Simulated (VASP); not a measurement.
Write the native input for VASP 6.6.1 that does the following.

```yaml
Task: relaxation of cell and atoms
Functional: RPBE
Potentials_or_basis: VASP PAW PBE potentials, release 64 (W_sv, S)
Cutoff: 600 eV
k_mesh: 10 × 10 × 3
Occupations: fermi-dirac, width 0.05 eV
Spin: no spin polarisation
Dipole_correction: no
Further_INCAR_settings: ALGO = Normal; EDIFF = 1e-07; IBRION = 2; EDIFFG = -0.01; NSW = 60; ISIF = 3
```

The structure of WS2 (Tungstenite) lies in POSCAR:

```
WS2
1.0
    3.1800000000      0.0000000000      0.0000000000
   -1.5900000000      2.7539607840      0.0000000000
    0.0000000000      0.0000000000     12.5000000000
W S
2 4
Direct
    0.6666666667      0.3333333333      0.7500000000
    0.3333333333      0.6666666667      0.2500000000
    0.6666666667      0.3333333333      0.3750000000
    0.3333333333      0.6666666667      0.8750000000
    0.6666666667      0.3333333333      0.1250000000
    0.3333333333      0.6666666667      0.6250000000
```

One way to write it, as run:

INCAR

```
  ALGO = Normal
  EDIFF = 1E-7
  EDIFFG = -0.01
  ENCUT = 600
  GGA = RP
  IBRION = 2
  ISIF = 3
  ISMEAR = -1
  LASPH = True
  LCHARG = False
  LREAL = False
  LWAVE = False
  NELM = 80
  NSW = 60
  PREC = Accurate
  SIGMA = 0.05
```

KPOINTS

```
k-points
0
Gamma
  10 10 3
```

Potentials or basis: VASP PAW PBE potentials, release 64 (W_sv, S).

Command:

```sh
$ cat potpaw_PBE.64/W_sv/POTCAR potpaw_PBE.64/S/POTCAR > POTCAR
$ mpirun -np 1 vasp_std > vasp.out
```

It gave:

* Relaxed volume: 23.43 Å³/atom
* Relaxed cell: a = 3.209 Å, b = 3.209 Å, c = 15.765 Å, α = 90.00°, β = 90.00°, γ = 120.00°
* Space group after relaxing (to 0.05 Å): P6_3/mmc (No. 194)
* Energy gained by relaxing: 43.5 meV/atom
* Ionic steps: 45
* Pressure after relaxing: 0.0 GPa
* Largest force after relaxing: 0.010 eV/Å
* Band gap on the k mesh: 1.81 eV, indirect (least direct gap 2.08 eV)

Caveat: the volume moved by over 15 % at a fixed basis, so the end points are rough; the PAW data sets were made with another functional, which shifts forces and pressure a little; spin-orbit coupling is left out, which moves the levels of the heavy elements; this functional lacks dispersion, which binds the layers, so the pressure and a relaxed spacing across them are unreliable; the volume moved by +28 % from the deposited cell, more than functionals usually miss.

Wall time 40 min on 1 thread of Intel(R) Xeon(R) 6975P-C (Granite Rapids), on a shared host, peak memory 0.33 GiB.
